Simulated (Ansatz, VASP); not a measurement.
SnO2: VASP beside Ansatz

```
Sn O
1.0
     3.21074    1.85372    4.41478
    -3.21074    1.85372    4.41478
     0.00000   -3.70744    4.41478
Sn O
4 8
Cartesian
  0.0000 0.0000 11.4521
  0.0000 -1.8537 7.0392
  -1.6054 0.9269 7.0392
  1.6054 0.9269 7.0392
  -1.6049 -0.9266 6.0491
  1.6049 -0.9266 6.0491
  0.0000 1.8532 6.0491
  0.0000 0.0000 8.0289
  0.0000 0.0000 1.6353
  0.0000 -1.8543 3.6131
  -1.6058 0.9271 3.6131
  1.6058 0.9271 3.6131
```

Alike in both runs: functional PBEsol; k mesh 6 × 6 × 6; occupations gaussian, width 0.02 eV; no spin polarisation.

Ansatz relaxed the structure, and its values are those at the end. VASP's run is a single point on that final structure, the one shown.

|  | VASP | Ansatz |
| --- | --- | --- |
| version | VASP 6.6.1 | Ansatz 0.2.0 |
| potentials or method | VASP PAW PBE potentials, release 64 (Sn_d, O), cutoff 520 eV | scalar-relativistic, plane waves, PAW |
| valence electrons in the cell | 104 | 104 |

|  | VASP | Ansatz | Ansatz less VASP |
| --- | --- | --- | --- |
| gap on the k mesh at the Fermi level (eV) | 1.79 | 1.80 | +0.017 |
| least direct gap on the mesh (eV) | 1.79 | 1.81 | +0.019 |
| pressure (GPa) | 0.8 | 0.0 | -0.75 |
| rms of the force components (eV/Å) | 0.029 | 0.001 | -0.0279 |

VASP's potentials were made for PBE, not for PBEsol, and Ansatz warns of the same on its side. The functional is the same, so the differences come from potentials, cutoffs and numerics.
